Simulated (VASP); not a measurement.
Input of a VASP 6.6.1 run:

POSCAR

```
ZnS
1.0
    3.9957233866      0.0000000000      0.0000000000
   -1.9978616933      3.2956171041      0.0000000000
    0.0000000000      0.0000000000      6.2439931014
Zn S
2 2
Direct
    0.3341301276      0.6682602552     -0.0015819157
    0.6658698724      0.3317397448      0.4984180843
    0.3268911814      0.6537823628      0.3765819157
    0.6731088186      0.3462176372      0.8765819157
```

The input INCAR.step1:

```
SYSTEM = ZnS
PREC     = Accurate       ! precision mode
ENCUT    = 520            ! plane-wave cutoff, eV
ISMEAR   = 0              ! smearing method
SIGMA    = 0.01           ! smearing width, eV
LREAL    = .False.        ! projectors in reciprocal space
LASPH    = .True.         ! aspherical terms in the spheres
NELM     = 60             ! most SCF steps
NBANDS   = 26             ! bands
GGA      = PE             ! functional
ALGO     = Normal         ! electronic algorithm
EDIFF    = 1E-4           ! SCF threshold, eV
LWAVE    = .True.         ! write WAVECAR
LCHARG   = .False.        ! write CHGCAR
```

INCAR.step2

```
SYSTEM = ZnS
PREC     = Accurate       ! precision mode
ENCUT    = 520            ! plane-wave cutoff, eV
EDIFF    = 1E-6           ! SCF threshold, eV
ISMEAR   = 0              ! smearing method
SIGMA    = 0.01           ! smearing width, eV
LREAL    = .False.        ! projectors in reciprocal space
LASPH    = .True.         ! aspherical terms in the spheres
NELM     = 60             ! most SCF steps
ALGO     = Normal         ! electronic algorithm
ISIF     = 2              ! what is computed and relaxed
LWAVE    = .False.        ! write WAVECAR
LCHARG   = .False.        ! write CHGCAR
METAGGA  = R2SCAN         ! meta-GGA
LMIXTAU  = .True.       
NBANDS   = 26             ! bands
ISTART   = 1
```

KPOINTS

```
Automatic mesh
0
Gamma
  12 12 4
  0 0 0
```

Potentials or basis: VASP PAW PBE potentials, release 64 (Zn, S).

The run is started by

```console
$ cat potpaw_PBE.64/Zn/POTCAR potpaw_PBE.64/S/POTCAR > POTCAR
$ cp INCAR.step1 INCAR
$ mpirun -np 1 vasp_std > vasp.out
$ cp INCAR.step2 INCAR
$ mpirun -np 1 vasp_std > vasp.out
```

**Question.** Estimate the band gap on the k mesh.

**Answer.** 2.51 eV.

**Question.** What does it give for the largest force?

**Answer.** 0.024 eV/Å.

**Question.** What does it give for the pressure?

**Answer.** -3.3 GPa.

Stress tensor (GPa, compression positive):
```
-5.67  0.00  0.00
 0.00 -2.47  0.00
 0.00  0.00 -1.84
```

Caveat: the cell differs from its parent crystal (uniaxial x strain +5.0%); the cell stands under tension; the PAW data sets were made with another functional, which shifts forces and pressure a little. A k mesh can miss the band edges.
